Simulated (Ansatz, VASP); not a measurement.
## One calculation of Mg2SO, two programs

```xyz
4
Lattice="3.6749 0.0000 0.0000 0.0000 3.6749 0.0000 0.0000 0.0000 4.7506" Properties=species:S:1:pos:R:3 pbc="T T T"
O     0.0000    0.0000    0.0000
Mg    0.0000    1.8374    3.8717
Mg    1.8374    0.0000    0.8789
S     1.8374    1.8374    2.3753
```

Change from the starting cell: uniaxial_z strain -2.7%.

Alike in both runs: task single point; functional r2SCAN; k mesh 8 × 8 × 6; no spin polarisation.

|  | VASP | Ansatz |
| --- | --- | --- |
| version | VASP 6.6.1 | Ansatz 0.2.0 |
| potentials or method | VASP PAW PBE potentials, release 64 (O, Mg, S) | plane waves, PAW |
| plane-wave cutoff (eV) | 520 | 500 |
| occupations | gaussian, width 0.01 eV | fixed |
| valence electrons in the cell | 16 | 32 |

VASP gave:

| Property | Result |
| --- | --- |
| gap on the k mesh at the Fermi level (eV) | 2.35 |
| pressure (GPa) | 1.7 |

Task: Estimate Ansatz's values.

Result: gap on the k mesh at the Fermi level (eV): 2.37; pressure (GPa): 2.1.

VASP's potentials were made for PBE, not for r2SCAN. VASP's potentials hold 16 valence electrons a cell and Ansatz's 32, so a difference there can come from the potentials and not from the codes.
